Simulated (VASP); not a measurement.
# Ru (P6_3/mmc) in VASP: notebook

The runs below take Ru through single point, with BLYP+D4, SVWN5, LDA.

Everything below comes from runs of VASP 6.6.1. Logs are shortened: lines on timing, memory, paths and dates and some standing lists are left out, and cuts for length are marked.

**1. The cell of the first run**

Symmetry: P6_3/mmc, No. 194, hexagonal system. Conventional cell: a = 2.688 Å, b = 2.688 Å, c = 4.253 Å, α = 90.00°, β = 90.00°, γ = 120.00°. Ru (site symmetry -6m2) has 12 Ru at 2.63 to 2.69 Å within 3.5 Å.

**2. Single point, BLYP+D4**

Contents of INCAR:

```
SYSTEM = Ru
PREC     = Accurate       ! precision mode
ENCUT    = 520            ! plane-wave cutoff, eV
EDIFF    = 1E-6           ! SCF threshold, eV
ISMEAR   = -1             ! smearing method
SIGMA    = 0.05           ! smearing width, eV
LREAL    = .False.        ! projectors in reciprocal space
LASPH    = .True.         ! aspherical terms in the spheres
NELM     = 60             ! most SCF steps
ALGO     = Normal         ! electronic algorithm
ISIF     = 2              ! what is computed and relaxed
LWAVE    = .False.        ! write WAVECAR
LCHARG   = .False.        ! write CHGCAR
GGA      = B5             ! functional
ALDAX    = 1.0          
AGGAX    = 1.0          
AGGAC    = 1.0          
ALDAC    = 0.0          
IVDW     = 13             ! dispersion correction
VDW_S6   = 1.0          
VDW_S8   = 2.34076671   
VDW_A1   = 0.44488865   
VDW_A2   = 4.0933009    
NBANDS   = 21             ! bands
```

Contents of KPOINTS:

```
Automatic mesh
0
Gamma
  11 11 6
  0 0 0
```

Contents of POSCAR:

```
Ru
1.0
    2.6876397213      0.0000000000      0.0000000000
   -1.3438198606      2.3275642749      0.0000000000
    0.0000000000      0.0000000000      4.2531615502
Ru
2
Direct
    0.6666666667      0.3333333333      0.7500000000
    0.3333333333      0.6666666667      0.2500000000
```

Potentials or basis: VASP PAW PBE potentials, release 64 (Ru_pv).

On the command line:

```
$ cat potpaw_PBE.64/Ru_pv/POTCAR > POTCAR
$ mpirun -np 1 vasp_std > vasp.out
```

OUTCAR:

```text
SYSTEM = Ru
   PREC = Accurate
   ENCUT = 520
   EDIFF = 1E-6
   ISMEAR = -1
   LREAL = .False.
   LASPH = .True.
   NELM = 60
   ISIF = 2
   GGA = B5
   IVDW = 13

 ion  position               nearest neighbor table
   1  0.667  0.333  0.750-   2 2.63   2 2.63   2 2.63   2 2.63   2 2.63   2 2.63
   2  0.333  0.667  0.250-   1 2.63   1 2.63   1 2.63   1 2.63   1 2.63   1 2.63

  LATTYP: Found a hexagonal cell.
 ALAT       =     2.6876397213
 C/A-ratio  =     1.5824894671

  Lattice vectors:

 A1 = (   2.6876397213,   0.0000000000,   0.0000000000)
 A2 = (  -1.3438198606,   2.3275642749,   0.0000000000)
 A3 = (   0.0000000000,   0.0000000000,   4.2531615502)

Analysis of symmetry for initial positions (statically):
=====================================================================
 Subroutine PRICEL returns:
 Original cell was already a primitive cell.

 Routine SETGRP: Setting up the symmetry group for a
 hexagonal supercell.

 Subroutine GETGRP returns: Found 24 space group operations
 (whereof 12 operations were pure point group operations)
 out of a pool of 24 trial point group operations.

The static configuration has the point symmetry D_3d.
 The point group associated with its full space group is D_6h.

Analysis of symmetry for dynamics (positions and initial velocities):
=====================================================================
 Subroutine PRICEL returns:
 Original cell was already a primitive cell.

 Routine SETGRP: Setting up the symmetry group for a
 hexagonal supercell.

 Subroutine GETGRP returns: Found 24 space group operations
 (whereof 12 operations were pure point group operations)
 out of a pool of 24 trial point group operations.

The dynamic configuration has the point symmetry D_3d.
 The point group associated with its full space group is D_6h.

 Subroutine INISYM returns: Found 24 space group operations
 (whereof 12 operations are pure point group operations),
 and found     1 'primitive' translations

----------------------------------------------------------------------------------------

                                     Primitive cell

  volume of cell :      26.6063

  direct lattice vectors                    reciprocal lattice vectors
     2.687639721  0.000000000  0.000000000     0.372073679  0.214816839  0.000000000
    -1.343819861  2.327564275  0.000000000     0.000000000  0.429633678  0.000000000
     0.000000000  0.000000000  4.253161550     0.000000000  0.000000000  0.235119214

  length of vectors
     2.687639721  2.687639721  4.253161550     0.429633678  0.429633678  0.235119214

  position of ions in fractional coordinates (direct lattice)
     0.666666667  0.333333333  0.750000000
     0.333333333  0.666666667  0.250000000

  ion indices of the primitive-cell ions
   primitive index   ion index
                 1           1
                 2           2

----------------------------------------------------------------------------------------

 KPOINTS: Automatic mesh

Automatic generation of k-mesh.
 Grid dimensions read from file:
 generate k-points for:   11   11    6

 Generating k-lattice:

  Cartesian coordinates                     Fractional coordinates (reciprocal lattice)
     0.033824880  0.019528804  0.000000000     0.090909091  0.000000000  0.000000000
     0.000000000  0.039057607  0.000000000     0.000000000  0.090909091  0.000000000
     0.000000000  0.000000000  0.039186536     0.000000000  0.000000000  0.166666667

  Length of vectors
     0.039057607  0.039057607  0.039186536

  Shift w.r.t. Gamma in fractional coordinates (k-lattice)
     0.000000000  0.000000000  0.000000000

 Subroutine IBZKPT returns following result:
 ===========================================

 Found     64 irreducible k-points:

 Following reciprocal coordinates:
            Coordinates               Weight
  0.000000  0.000000  0.000000      1.000000
  0.090909 -0.000000  0.000000      6.000000
  0.181818 -0.000000  0.000000      6.000000
  0.272727  0.000000  0.000000      6.000000
  0.363636 -0.000000  0.000000      6.000000
  0.454545  0.000000  0.000000      6.000000
[... 16 lines left out ...]
  0.090909  0.090909  0.166667     12.000000
  0.181818  0.090909  0.166667     24.000000
 [... further k-points ...]
   k-points           NKPTS =     64   k-points in BZ     NKDIM =     64   number of bands    NBANDS=     21
   number of dos      NEDOS =    301   number of ions     NIONS =      2
   total plane-waves  NPLWV =  12800
   dimension x,y,z NGX =    20 NGY =   20 NGZ =   32
   dimension x,y,z NGXF=    40 NGYF=   40 NGZF=   64
   ions per type =               2
   NGX,Y,Z   is equivalent  to a cutoff of  12.37, 12.37, 12.51 a.u.
   NGXF,Y,Z  is equivalent  to a cutoff of  24.74, 24.74, 25.02 a.u.
 SYSTEM =  Ru
   PREC   = accura    normal or accurate (medium, high low for compatibility)
   ISTART =      0    job   : 0-new  1-cont  2-samecut
   ICHARG =      2    charge: 1-file 2-atom 10-const
   ISPIN  =      1    spin polarized calculation?
   LNONCOLLINEAR =      F non collinear calculations
   LSORBIT =      F    spin-orbit coupling
   LASPH  =      T    aspherical Exc in radial PAW
   ENCUT  =  520.0 eV  38.22 Ry    6.18 a.u.   5.00  5.00  7.91*2*pi/ulx,y,z
   NELM   =     60;   NELMIN=  2; NELMDL= -5     # of ELM steps
   EDIFF  = 0.1E-05   stopping-criterion for ELM
   LREAL  =      F    real-space projection
   EDIFFG = 0.1E-04   stopping-criterion for IOM
   NSW    =      0    number of steps for IOM
   IBRION =     -1    ionic relax: 0-MD 1-quasi-New 2-CG
   NFREE  =      0    steps in history (QN), initial steepest desc. (CG)
   ISIF   =      2    stress and relaxation
   ISYM   =      2    0-nonsym 1-usesym 2-fastsym
   POTIM  = 0.5000    time-step for ionic-motion
   TEBEG  =    0.0;   TEEND  =   0.0 temperature during run
   PSTRESS=    0.0 pullay stress
   NELECT =      28.0000    total number of electrons
   NUPDOWN=      -1.0000    fix difference up-down
   EMIN   =  10.00;   EMAX   =-10.00  energy-range for DOS
   EFERMI =   0.00;   METHOD = LEGACY
   ISMEAR =    -1;   SIGMA  =   0.05  broadening in eV -4-tet -1-fermi 0-gaus
   EFERMI_NEDOS =   21; number of points for ismear=-14 and -15
   IALGO  =     38    algorithm
   IMIX   =      4    mixing-type and parameters
     AMIX     =   0.40;   BMIX     =  1.00
     AMIX_MAG =   1.60;   BMIX_MAG =  1.00
  volume/ion in A,a.u.               =      13.30        89.77
  Fermi-wavevector in a.u.,A,eV,Ry     =   1.665198  3.146769 37.727398  2.772886
  Thomas-Fermi vector in A             =   2.751610
   LORBIT       =      0    0 simple, 1 ext, 2 COOP (PROOUT), +10 PAW based schemes
   GGA     = B5    functional components
   LHFCALC =     F    Hartree Fock is set to
   AEXX    =    0.0000 exact exchange contribution
   IVDW    =    13    specifies the selected vdW correction
   LEPSILON=     F    determine dielectric tensor
   LRPA    =     F    only Hartree local field effects (RPA)
 non-spin polarized calculation
  energy-cutoff  :      520.00
  volume of cell :       26.61
 maximum number of plane-waves:       733
 NGX is ok and might be reduce to    20
   NGX =  9   NGY =  9   NGZ = 15

 number of electron      27.9999997 magnetization

 Free energy of the ion-electron system (eV)
  ---------------------------------------------------
  ext. energy  EPLUGINS =         0.00000000
  ---------------------------------------------------
  free energy    TOTEN  =       -15.66637404 eV

  energy without entropy =      -15.65011867  energy(sigma->0) =      -15.65824635

 E-fermi :  13.6931     XC(G=0): -13.5718

 val. band max:       13.6534566611   @ k =   0.2727   0.0000   0.0000
 cond. band min:      13.6937048745   @ k =   0.2727   0.1818   0.0000
 fundamental gap:      0.0402482134
 Fermi energy:        13.6930575443

 k-point     1 :       0.0000    0.0000    0.0000
  band No.  band energies     occupation
      1     -29.8337      2.00000
      2     -28.8293      2.00000
      3     -28.8293      2.00000
      4     -28.6458      2.00000
      5     -28.6458      2.00000
      6     -28.5995      2.00000
[... 13 lines left out ...]
     20      23.8766      0.00000
     21      24.4300      0.00000

 k-point     2 :       0.0909   -0.0000    0.0000
  band No.  band energies     occupation
      1     -29.8035      2.00000
      2     -28.8936      2.00000
      3     -28.8509      2.00000
      4     -28.7128      2.00000
      5     -28.6546      2.00000
      6     -28.6136      2.00000
[... 13 lines left out ...]
     20      23.8765      0.00000
     21      24.3847      0.00000

 k-point     3 :       0.1818   -0.0000    0.0000
  band No.  band energies     occupation
      1     -29.7178      2.00000
      2     -29.0661      2.00000
      3     -28.9068      2.00000
      4     -28.8881      2.00000
      5     -28.6801      2.00000
      6     -28.6561      2.00000
[... 13 lines left out ...]
     20      23.8763      0.00000
     21      24.2414      0.00000

 k-point     4 :       0.2727    0.0000    0.0000
  band No.  band energies     occupation
      1     -29.5908      2.00000
      2     -29.2918      2.00000
      3     -29.1086      2.00000
      4     -28.9768      2.00000
      5     -28.7262      2.00000
      6     -28.7160      2.00000
[... 13 lines left out ...]
     20      23.8759      0.00000
     21      24.0678      0.00000

 k-point     5 :       0.3636   -0.0000    0.0000
  band No.  band energies     occupation
      1     -29.4983      2.00000
      2     -29.4472      2.00000
      3     -29.3032      2.00000
      4     -29.0386      2.00000
      5     -28.8171      2.00000
      6     -28.7506      2.00000
[... 13 lines left out ...]
     20      23.8783      0.00000
     21      24.2877      0.00000
[... 382 lines left out ...]
     20      23.8756      0.00000
     21      25.1957      0.00000

 k-point    22 :       0.4545    0.0000    0.1667
  band No.  band energies     occupation
      1     -29.6813      2.00000
      2     -29.4850      2.00000
      3     -29.2255      2.00000
      4     -29.0546      2.00000
      5     -28.8727      2.00000
      6     -28.7924      2.00000
[... 13 lines left out ...]
     20      23.8729      0.00000
     21      24.6426      0.00000

 k-point    23 :       0.0909    0.0909    0.1667
  band No.  band energies     occupation
      1     -29.6849      2.00000
      2     -28.9763      2.00000
      3     -28.9281      2.00000
      4     -28.8447      2.00000
      5     -28.6963      2.00000
      6     -28.6706      2.00000
[... 13 lines left out ...]
     20      23.8763      0.00000
     21      25.7329      0.00000

 k-point    24 :       0.1818    0.0909    0.1667
  band No.  band energies     occupation
      1     -29.6100      2.00000
      2     -29.1491      2.00000
      3     -29.0969      2.00000
      4     -28.9288      2.00000
      5     -28.7454      2.00000
      6     -28.7078      2.00000
[... 13 lines left out ...]
     20      23.8761      0.00000
     21      25.8483      0.00000

 [... further k-points ...]

------------------------ aborting loop because EDIFF is reached ----------------------------------------

  DFT-D4 for vdW energy calculation

  Edisp (eV):   -2.06007

  FORCE on cell =-STRESS in cart. coord.  units (eV):
  Direction    XX          YY          ZZ          XY          YZ          ZX
  --------------------------------------------------------------------------------------
  -------------------------------------------------------------------------------------
  Total       2.45253     2.45253     2.54515     0.00000    -0.00000     0.00000
  in kB     147.68634   147.68634   153.26381     0.00000    -0.00000     0.00000
  external pressure =      149.55 kB  Pullay stress =        0.00 kB

 VOLUME and BASIS-vectors are now :
 -----------------------------------------------------------------------------
  energy-cutoff  :      520.00
  volume of cell :       26.61
      direct lattice vectors                 reciprocal lattice vectors
     2.687639721  0.000000000  0.000000000     0.372073679  0.214816839  0.000000000
    -1.343819861  2.327564275  0.000000000     0.000000000  0.429633678  0.000000000
     0.000000000  0.000000000  4.253161550     0.000000000  0.000000000  0.235119214

 POSITION                                       TOTAL-FORCE (eV/Angst)
 -----------------------------------------------------------------------------------
      1.34382      0.77585      3.18987        -0.000000      0.000000      0.000000
     -0.00000      1.55171      1.06329         0.000000     -0.000000      0.000000
 -----------------------------------------------------------------------------------
    total drift:                               -0.000000      0.000000     -0.000000

  FREE ENERGIE OF THE ION-ELECTRON SYSTEM (eV)
  ---------------------------------------------------
  free  energy   TOTEN  =       -17.7264480594 eV

  energy  without entropy=      -17.7101926889  energy(sigma->0) =      -17.71832037
```

Run time: 27 s. Hardware: 1 thread of Intel Xeon 6975P-C, shared host; peak memory 0.16 GiB.

Results:

```yaml
Free_energy: -17.7264 eV
Pressure: 15.0 GPa
Band_gap_on_the_k_mesh: zero (band 14 reaches 15.28 eV, above the bottom of band 15 at 12.12 eV)
Dispersion_energy_per_atom: -1.030 eV
```

Levels at points of the mesh, in eV from the Fermi level:
| k point | band 11 | band 12 | band 13 | band 14 | band 15 | band 16 | band 17 | band 18 |
| --- | --- | --- | --- | --- | --- | --- | --- | --- |
| (0.00, 0.00, 0.00) | -2.44 | -1.92 | -1.92 | -1.39 | -1.39 | 1.27 | 1.27 | 1.70 |
| (0.00, 0.00, 0.50) | -2.79 | -2.79 | -2.61 | -2.61 | 0.61 | 0.61 | 0.61 | 0.61 |

Caveat: the PAW data sets were made with another functional, which shifts forces and pressure a little; pairwise dispersion overbinds metals, which lowers pressure and volume.

**3. Single point, SVWN5**

Contents of INCAR:

```
SYSTEM = Ru
PREC = Accurate ; ENCUT = 520
EDIFF = 1E-7 ; ISMEAR = -1
SIGMA = 0.05 ; LREAL = .FALSE.
LASPH = .TRUE. ; NELM = 100
ALGO = Normal ; ISIF = 2
LWAVE = .FALSE. ; LCHARG = .FALSE.
GGA = VW ; NBANDS = 21
```

Contents of KPOINTS:

```
Automatic mesh
0
G
  11 11 6
  0 0 0
```

POSCAR is that of step 2.

Potentials or basis: VASP PAW PBE potentials, release 64 (Ru_pv).

On the command line:

```
$ cat potpaw_PBE.64/Ru_pv/POTCAR > POTCAR
$ mpirun -np 1 vasp_std > vasp.out
```

It took 20 s on 1 thread of Intel Xeon 6975P-C, shared host; peak memory 0.14 GiB.

The run converged. Its results:

```yaml
Free_energy: -21.3865 eV
Pressure: -6.0 GPa
Band_gap_on_the_k_mesh: zero (band 14 reaches 14.46 eV, above the bottom of band 15 at 11.28 eV)
```

Stress tensor (GPa, compression positive):
```
-5.90  0.00  0.00
 0.00 -5.90  0.00
 0.00  0.00 -6.33
```

Levels at points of the mesh, in eV from the Fermi level:
| k point | band 11 | band 12 | band 13 | band 14 | band 15 | band 16 | band 17 | band 18 |
| --- | --- | --- | --- | --- | --- | --- | --- | --- |
| (0.00, 0.00, 0.00) | -2.44 | -1.91 | -1.91 | -1.36 | -1.36 | 1.30 | 1.30 | 1.37 |
| (0.00, 0.00, 0.50) | -2.79 | -2.79 | -2.73 | -2.73 | 0.64 | 0.64 | 0.64 | 0.64 |

Caveat: the PAW data sets were made with another functional, which shifts forces and pressure a little.

**4. Single point, LDA**

Contents of INCAR:

```
SYSTEM = Ru
PREC = Accurate
ENCUT = 520
EDIFF = 1E-6
ISMEAR = -1
SIGMA = 0.05
LREAL = .False.
LASPH = .True.
NELM = 60
ALGO = Normal
ISIF = 2
LWAVE = .False.
LCHARG = .True.
GGA = CA
LELF = .True.
LVHAR = .True.
NBANDS = 21
```

Contents of KPOINTS:

```
regular mesh
0
Gamma
  11 11 6
  0 0 0
```

POSCAR is that of step 3.

Potentials or basis: VASP PAW LDA potentials, release 64 (Ru_pv).

On the command line:

```
$ cat potpaw_LDA.64/Ru_pv/POTCAR > POTCAR
$ mpirun -np 1 vasp_std > vasp.out
```

Wall time 18 s (1 thread of Intel Xeon 6975P-C, shared host); peak memory 0.14 GiB.

The run converged. Its results:

| Property | Result |
| --- | --- |
| Free energy | -21.3812 eV |
| Pressure | -4.8 GPa |
| Band gap on the k mesh | zero (band 14 reaches 14.63 eV, above the bottom of band 15 at 11.44 eV) |

Stress tensor (GPa, compression positive):
```
-4.70  0.00  0.00
 0.00 -4.70  0.00
 0.00  0.00 -5.05
```

Levels at points of the mesh, in eV from the Fermi level:
| k point | band 10 | band 11 | band 12 | band 13 | band 14 | band 15 | band 16 | band 17 | band 18 | band 19 |
| --- | --- | --- | --- | --- | --- | --- | --- | --- | --- | --- |
| (0.00, 0.00, 0.00) | -2.62 | -2.44 | -1.92 | -1.92 | -1.37 | -1.37 | 1.30 | 1.30 | 1.39 | 10.02 |
| (0.00, 0.00, 0.50) | -2.79 | -2.79 | -2.79 | -2.72 | -2.72 | 0.64 | 0.64 | 0.64 | 0.64 | 10.03 |

**5. Overview**

```csv
level,potentials or basis,gap on the mesh (eV),pressure (GPa)
BLYP+D4,"VASP PAW PBE potentials, release 64 (Ru_pv)",none,15.0
SVWN5,"VASP PAW PBE potentials, release 64 (Ru_pv)",none,-6.0
LDA,"VASP PAW LDA potentials, release 64 (Ru_pv)",none,-4.8
```

Alike in all rows: task single point; no spin polarisation; cell as given; k mesh 11 × 11 × 6; cutoff (eV) 520; smearing fermi-dirac 0.05 eV.

Caveats: the PAW data sets were made with another functional, which shifts forces and pressure a little (some runs); pairwise dispersion overbinds metals, which lowers pressure and volume (some runs).

Total energies depend on the potentials used, so only differences within one code and one set of settings carry meaning.
